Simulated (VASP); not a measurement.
# C30O (a cell with a defect) in VASP: notebook, part 3 of 3

VASP 6.6.1. Earlier steps stand in the parts before.

## Step 5: Single point, LDA

INCAR reads:

```
ALGO = Normal ; EDIFF = 1E-6
ENCUT = 520 ; GGA = CA
GGA_COMPAT = False ; ISIF = 2
ISMEAR = -1 ; LASPH = True
LCHARG = False ; LREAL = Auto
LWAVE = False ; NBANDS = 84
NELECT = 124.0 ; NELM = 120
PREC = Accurate ; SIGMA = 0.01
```

KPOINTS reads:

```
Automatic mesh
0
Gamma
  1 1 1
  0.25 0.25 0.25
```

POSCAR reads:

```
C30O
1.0
   -3.5716218665      3.5716218665      3.5716218665
    3.5716218665     -3.5716218665      3.5716218665
    3.5716218665      3.5716218665     -3.5716218665
C O
30 1
Direct
    0.0001847801      0.0004129662      0.0000695285
    0.0001918899      0.2496118809      0.7508557804
    0.0033059401      0.4994391946      0.4976668319
    0.0033009964      0.7472008566      0.2499061799
    0.2511655524      0.0005674668      0.7510288060
    0.2500332914      0.2527283004      0.4976635963
    0.2500125614      0.7471974316      0.0031638985
    0.5060963731      0.0100813938      0.5059872498
    0.4977782998      0.2527320696      0.2499068849
    0.4977777014      0.4994397761      0.0031876466
    0.5061302388      0.7555600671      0.7605750686
    0.7511388916      0.0005703163      0.2510466331
    0.7509606455      0.2495990030      0.0000678546
    0.7511311669      0.5005865870      0.7510207261
    0.7607185083      0.7555448967      0.5060084474
    0.0029247836      0.0016162568      0.7520677922
   -0.0000467350      0.2493676854      0.4969496645
   -0.0252651110      0.4951326990      0.2456087152
   -0.0000386881      0.7464912504     -0.0001466907
    0.2511630790     -0.0046498234      0.5007053132
    0.2457276159      0.2241202017      0.2456103284
    0.2457273811      0.4951397143     -0.0253730942
    0.2511785248      0.7502428895      0.7458366468
    0.5008017094     -0.0046612371      0.2510394084
    0.4970685021      0.2493747439     -0.0001573738
    0.5008144776      0.5005938516      0.7458127689
    0.7521805721      0.0016059874      0.0028026105
    0.7521711445      0.2523382655      0.7520619336
    0.7459372567      0.5005898953      0.5007000606
    0.7459429982      0.7502401012      0.2510540081
    0.5224683507      0.7719379268      0.5223689947
```

Potentials or basis: VASP PAW LDA potentials, release 64 (C, O).

Started as:

```console
$ cat potpaw_LDA.64/C/POTCAR potpaw_LDA.64/O/POTCAR > POTCAR
$ mpirun -np 1 vasp_std > vasp.out
```

OUTCAR:

```text
EDIFF = 1E-6
   ENCUT = 520
   GGA = CA
   ISIF = 2
   ISMEAR = -1
   LASPH = True
   LREAL = Auto
   NELECT = 124.0
   NELM = 120
   PREC = Accurate

 ion  position               nearest neighbor table
   1  0.000  0.000  0.000-  21 1.48  27 1.54  16 1.54  19 1.57
   2  0.000  0.250  0.751-  22 1.48  16 1.54  28 1.54  17 1.57
   3  0.003  0.499  0.498-  18 1.50  17 1.54  23 1.54  29 1.60
   4  0.003  0.747  0.250-  18 1.50  19 1.54  20 1.54  30 1.60
   5  0.251  0.001  0.751-  25 1.53  20 1.54  23 1.54  16 1.54
   6  0.250  0.253  0.498-  21 1.50  17 1.54  26 1.54  20 1.60
[... 9 lines left out ...]
  16  0.003  0.002  0.752-  15 1.51   5 1.54   2 1.54   1 1.54
  17  1.000  0.249  0.497-  12 1.53   3 1.54   6 1.54   2 1.57
  18  0.975  0.495  0.246-  13 1.48   3 1.50   4 1.50
  19  1.000  0.746  1.000-  14 1.53   4 1.54   7 1.54   1 1.57
  20  0.251  0.995  0.501-   8 1.54   5 1.54   4 1.54   6 1.60
  21  0.246  0.224  0.246-   1 1.48   9 1.50   6 1.50
  22  0.246  0.495  0.975-   2 1.48  10 1.50   7 1.50
  23  0.251  0.750  0.746-  11 1.54   5 1.54   3 1.54   7 1.60
  24  0.501  0.995  0.251-   8 1.54  12 1.54   7 1.54   9 1.60
  25  0.497  0.249  1.000-   5 1.53   9 1.54  10 1.54  13 1.57
  26  0.501  0.501  0.746-  11 1.54  14 1.54   6 1.54  10 1.60
[... 234 lines left out ...]
      3     -10.3880      2.00000
      4     -10.0415      2.00000
      5      -8.7611      2.00000
      6      -6.5794      2.00000
[... 66 lines left out ...]
     73      15.4986      0.00000
     74      15.6068      0.00000
 [bands above 74 left out]

------------------------ aborting loop because EDIFF is reached ----------------------------------------

  FORCE on cell =-STRESS in cart. coord.  units (eV):
  Direction    XX          YY          ZZ          XY          YZ          ZX
  --------------------------------------------------------------------------------------
  -------------------------------------------------------------------------------------
  Total      -41.3699697    -41.3503023    -41.3600125      5.0549711      5.0567034      5.0506713
  in kB     -363.6967119   -363.5238091   -363.6091748     44.4398772     44.4551066     44.4020757
  external PRESSURE =    -363.6098986 kB  Pullay stress =       0.0000000 kB

 VOLUME and BASIS-vectors are now :
 -----------------------------------------------------------------------------
  energy-cutoff  :      520.00
  volume of cell :      182.25
      direct lattice vectors                 reciprocal lattice vectors
    -3.571621867  3.571621867  3.571621867     0.000000000  0.139992423  0.139992423
     3.571621867 -3.571621867  3.571621867     0.139992423  0.000000000  0.139992423
     3.571621867  3.571621867 -3.571621867     0.139992423  0.139992423  0.000000000

 POSITION                                       TOTAL-FORCE (eV/Angst)
 -----------------------------------------------------------------------------------
      0.00106     -0.00057      0.00189        -0.001356      0.008893      0.000456
      3.57261      1.79094     -1.78957         0.000393      0.001550      0.003195
      3.54948      0.00548      0.01814        -0.005373      0.011333     -0.002047
      3.54950     -1.76436      1.78794        -0.005828     -0.003067      0.010751
      1.78735      3.57743     -1.78330         0.005165      0.008301      0.003096
      1.78709      1.76784      0.01821         0.008760     -0.010034     -0.005502
[... 23 lines left out ...]
      0.91202      0.88132      4.44713         0.009614      0.001686     -0.008122
      2.75672      0.97469      2.75743         0.210245      0.221304      0.214010
 -----------------------------------------------------------------------------------
    total drift:                                0.005493      0.015177      0.006227

  FREE ENERGIE OF THE ION-ELECTRON SYSTEM (eV)
  ---------------------------------------------------
  free  energy   TOTEN  =      -322.8531579105 eV

  energy  without entropy=     -322.8531579105  energy(sigma->0) =     -322.85315791
```

stdout:

```text
POSCAR found type information on POSCAR C O
 POSCAR found :  2 types and      31 ions
 scaLAPACK will be used
 LDA part: xc-table for (Slater(with rela. corr.)+CA(PZ))
 , standard interpolation
 POSCAR, INCAR and KPOINTS ok, starting setup
 FFT: planning ... GRIDC
 FFT: planning ... GRID_SOFT
 FFT: planning ... GRID
 WAVECAR not read
 entering main loop
 the old and the new charge density differ
 old charge density:   126.00000 new  124.00000
    0.222E+01
```

It took 76 s on 1 thread of Intel Xeon 8259CL, shared host; peak memory 0.24 GiB.

Results:

```
Free energy   : -322.8532 eV
Largest force : 0.373 eV/Å
```

Forces in eV/Å, atoms in the order of the input:
```
C   -0.001  0.009  0.000
C    0.000  0.002  0.003
C   -0.005  0.011 -0.002
C   -0.006 -0.003  0.011
C    0.005  0.008  0.003
C    0.009 -0.010 -0.006
C    0.012 -0.001 -0.007
C   -0.077  0.062 -0.077
C   -0.005 -0.007  0.009
C    0.000  0.011 -0.004
C   -0.081 -0.082  0.057
C    0.002  0.008  0.002
C    0.005  0.002  0.002
C    0.004  0.012  0.004
C    0.063 -0.084 -0.082
C   -0.008 -0.010 -0.013
C   -0.003 -0.006  0.007
C    0.078 -0.098 -0.096
C   -0.006 -0.002 -0.002
C   -0.005  0.007  0.002
C   -0.095  0.077 -0.095
C   -0.097 -0.098  0.078
C   -0.009 -0.002  0.009
C    0.005  0.009 -0.002
C    0.006 -0.007 -0.003
C    0.002 -0.007  0.012
C   -0.012 -0.012 -0.007
C   -0.013 -0.006 -0.014
C    0.013 -0.007  0.001
C    0.010  0.002 -0.008
O    0.210  0.221  0.214
```

Caveat: the k points lie up to 1.24 Å⁻¹ apart, too coarse for converged energies, forces and pressures; the cell carries a net charge on a neutralising background, which shifts energy and pressure; the cell is charged against a uniform background, so pressure and absolute levels hang on convention.
